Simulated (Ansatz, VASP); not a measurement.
# N in VASP and in Ansatz

The input INCAR:

```
SYSTEM = N
PREC     = Accurate       ! precision mode
ENCUT    = 520            ! plane-wave cutoff, eV
EDIFF    = 1E-7           ! SCF threshold, eV
ISMEAR   = -1             ! smearing method
SIGMA    = 0.02           ! smearing width, eV
LREAL    = .False.        ! projectors in reciprocal space
LASPH    = .True.         ! aspherical terms in the spheres
NELM     = 100            ! most SCF steps
ALGO     = Normal         ! electronic algorithm
ISIF     = 2              ! what is computed and relaxed
LWAVE    = .False.        ! write WAVECAR
LCHARG   = .False.        ! write CHGCAR
GGA      = PS             ! functional
NBANDS   = 18             ! bands
```

File KPOINTS:

```
regular mesh
0
Gamma
  4 4 4
  0 0 0
```

Contents of POSCAR:

```
N
1.0
    5.7054900000      0.0000000000      0.0000000000
    0.0000000000      5.7054900000      0.0000000000
    0.0000000000      0.0000000000      5.6490000000
N
4
Direct
    0.0300000000      0.0300000000      0.0300000000
    0.4700000000      0.9700000000      0.5300000000
    0.5300000000      0.4700000000      0.9700000000
    0.9700000000      0.5300000000      0.4700000000
```

Input for Ansatz:

```yaml
crystal:
  lattice:
    - [5.70549, 0.0, 0.0]
    - [0.0, 5.70549, 0.0]
    - [0.0, 0.0, 5.649]
  atoms:
    - { symbol: "N", position: [0.03, 0.03, 0.03] }
    - { symbol: "N", position: [0.47, 0.97, 0.53] }
    - { symbol: "N", position: [0.53, 0.47, 0.97] }
    - { symbol: "N", position: [0.97, 0.53, 0.47] }
kpoints:
  mp_grid: { grid: [4, 4, 4] }
  band_path:
    path:
      - [0.0, 0.0, 0.0]
      - [0.0, 0.0, 0.5]
      - [0.5, 0.0, 0.5]
      - [0.5, 0.0, 0.0]
      - [0.0, 0.0, 0.0]
      - [0.0, 0.5, 0.0]
      - [0.0, 0.5, 0.5]
      - [0.5, 0.5, 0.5]
      - [0.5, 0.5, 0.0]
    npoints: 5
scf:
  occupations: { method: fermi_dirac, width: 0.02 }
hamiltonian:
  xc: pbesol
  pseudopotentials: { kind: all_electron, lapw: { basis_error: 0.001 } }
output:
  forces: true
  stress: true
  eigenvalues: true
```

Change from the starting cell: equal xx and yy strain of +1 %.

Alike in both runs: task single point; functional PBEsol; k mesh 4 × 4 × 4; occupations fermi-dirac, width 0.02 eV; no spin polarisation.

```csv
,VASP,Ansatz
version,VASP 6.6.1,Ansatz 0.2.0
potentials or method,"VASP PAW PBE potentials, release 64 (N), cutoff 520 eV","all-electron LAPW, scalar-relativistic"
```

```tsv
	VASP	Ansatz	Ansatz less VASP
pressure (GPa)	-3.9	-3.9	+0.04
traceless stress, the component that is largest in VASP (GPa)	-0.05	-0.05	0.000
rms of the force components (eV/Å)	0.219	0.220	+0.0006
```

VASP's potentials were made for PBE, not for PBEsol. Atom by atom the forces differ by 0.001 eV/Å (rms over components). Ansatz ran all-electron here, and VASP with PAW potentials.
